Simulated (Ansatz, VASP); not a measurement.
## Two plane-wave programs on KRu

```
K Ru
1.0
     4.34116    0.00000    0.00000
     0.00000    4.34116    0.00000
     0.00000    0.00000    5.48544
K Ru
2 2
Direct
  0.00000 0.50000 0.23510
  0.50000 0.00000 0.76490
  0.00000 0.00000 0.00000
  0.50000 0.50000 0.00000
```

Alike in both runs: task relaxation of cell and atoms; functional PBE; k mesh 4 × 4 × 4; occupations gaussian, width 0.1 eV; no spin polarisation.

```csv
,VASP,Ansatz
version,VASP 6.6.1,Ansatz 0.2.0
potentials or method,"VASP PAW PBE potentials, release 64 (K_sv, Ru_pv), cutoff 600 eV","scalar-relativistic, plane waves, PAW"
valence electrons in the cell,46,50
```

```tsv
	VASP	Ansatz	Ansatz less VASP
gap on the k mesh at the Fermi level, each at its own relaxed structure (eV)	none	none	-
relaxed volume (Å³/atom)	28.63	30.67	+2.039
relaxed length of the cell vector where the two differ most in proportion (Å)	9.387	10.084	+0.6972
```

A gap of «none» marks a metal or a gap that the smearing closes. One of these differences is far larger than is usual between the two programs; its cause wasn't traced. VASP's potentials hold 46 valence electrons a cell and Ansatz's 50, so a difference there can come from the potentials and not from the codes.

The k mesh is coarse, so the values compare programs but aren't converged.
